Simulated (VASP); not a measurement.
A run of VASP 6.6.1 is set up as follows.

Contents of POSCAR:

```
Ni
1.0
   -1.3602581338      1.3602581338      1.3602581338
    1.3602581338     -1.3602581338      1.3602581338
    1.3602581338      1.3602581338     -1.3602581338
Ni
1
Direct
    0.0000000000      0.0000000000      0.0000000000
```

INCAR.step1

```
  GGA = RP
  ISPIN = 2
  MAGMOM = 1
  LORBIT = 11
  ISMEAR = 2
  SIGMA = 0.1
  LWAVE = False
  LCHARG = False
  NSW = 80
  PREC = Accurate
  LASPH = True
  LREAL = False
  ALGO = Normal
  EDIFF = 1E-6
  NELM = 200
  GGA_COMPAT = False
  IBRION = 2
  ISIF = 3
  EDIFFG = -0.005
  NELMIN = 4
  ENCUT = 400
  LMAXMIX = 4
  KPAR = 4
  POTIM = 0.5
```

Contents of INCAR.step3:

```
  GGA = RP
  ISPIN = 2
  MAGMOM = 1
  LORBIT = 11
  ISMEAR = 2
  SIGMA = 0.1
  LWAVE = False
  LCHARG = False
  PREC = Accurate
  LASPH = True
  LREAL = False
  ALGO = Normal
  EDIFF = 1E-6
  NELM = 200
  GGA_COMPAT = False
  ISIF = 2
  ENCUT = 400
  LMAXMIX = 4
  KPAR = 4
```

Contents of KPOINTS:

```
Automatic mesh
0
Gamma
  15 15 15
  0 0 0
```

Potentials or basis: VASP PAW PBE potentials, release 64 (Ni).

Run with:

```sh
$ cat potpaw_PBE.64/Ni/POTCAR > POTCAR
$ cp INCAR.step1 INCAR
$ cp POSCAR.step1 POSCAR
$ mpirun -np 4 vasp_std > vasp.out
$ cp CONTCAR POSCAR
$ mpirun -np 4 vasp_std > vasp.out
$ cp CONTCAR POSCAR
$ cp INCAR.step3 INCAR
$ mpirun -np 4 vasp_std > vasp.out
```

**Question.** What does it give for the site moments?

**Answer.** Ni +0.63 μB.

**Question.** What does it give for the relaxed cell?

**Answer.** a = 2.449 Å, b = 2.449 Å, c = 2.449 Å, α = 109.47°, β = 109.47°, γ = 109.47°.

**Question.** Estimate the net moment.

**Answer.** 0.62 μB per cell.

The path:
```tsv
step	energy change (eV)	largest force (eV/Å)	pressure (GPa)	volume (Å³)
1	0.0000	0.0000	25.50	10.07
2	0.0053	0.0000	-15.95	12.59
3	-0.0750	0.0000	-0.26	11.18
4	-0.0750	0.0000	0.08	11.15
5	-0.0750	0.0000	0.13	11.15
6	-0.0750	0.0000	0.12	11.15
7	-0.0750	0.0000	0.12	11.15
8	-0.0750	0.0000	0.12	11.15
9	-0.0750	0.0000	0.12	11.15
10	-0.0750	0.0000	0.12	11.15
11	-0.0750	0.0000	0.12	11.15
12	-0.0750	0.0000	0.12	11.15
13	-0.0750	0.0000	0.12	11.15
14	-0.0750	0.0000	0.12	11.15
15	-0.0750	0.0000	0.12	11.15
16	-0.0750	0.0000	0.12	11.15
17	-0.0750	0.0000	0.11	11.15
18	-0.0750	0.0000	0.10	11.15
19	-0.0750	0.0000	0.07	11.16
20	-0.0936	0.0000	2.57	11.16
21	-0.0937	0.0000	-2.16	11.45
22	-0.0947	0.0000	0.06	11.30
```

Caveat: the PAW data sets were made with another functional, which shifts forces and pressure a little.
